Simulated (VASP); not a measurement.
Input of a VASP 6.6.1 run:

INCAR

```
  PREC = Accurate
  ENCUT = 520
  EDIFF = 1E-6
  ISMEAR = -1
  SIGMA = 0.02
  LREAL = False
  LASPH = True
  NELM = 80
  ALGO = Normal
  ISIF = 2
  LWAVE = False
  LCHARG = False
  GGA = PE
  NBANDS = 19
```

Contents of KPOINTS:

```
regular mesh
0
Gamma
  6 6 6
```

POSCAR

```
SrCl2
1.0
    0.0000000000      3.4649375496      3.4649375496
    3.4649375496      0.0000000000      3.4649375496
    3.4649375496      3.4649375496      0.0000000000
Sr Cl
1 2
Direct
    0.0000000000      0.0000000000      0.0000000000
    0.2500000000      0.2500000000      0.2500000000
    0.7500000000      0.7500000000      0.7500000000
```

Potentials or basis: VASP PAW PBE potentials, release 64 (Sr_sv, Cl).

The run is started by

```bash
$ cat potpaw_PBE.64/Sr_sv/POTCAR potpaw_PBE.64/Cl/POTCAR > POTCAR
$ mpirun -np 1 vasp_std > vasp.out
```

Question: Estimate the pressure.

Answer: 1.9 GPa.

Question: Estimate the band gap on the k mesh.

Answer: 5.42 eV, indirect (least direct gap 5.50 eV).

A k mesh can miss the band edges. As with any semilocal functional, this PBE gap is likely too small.
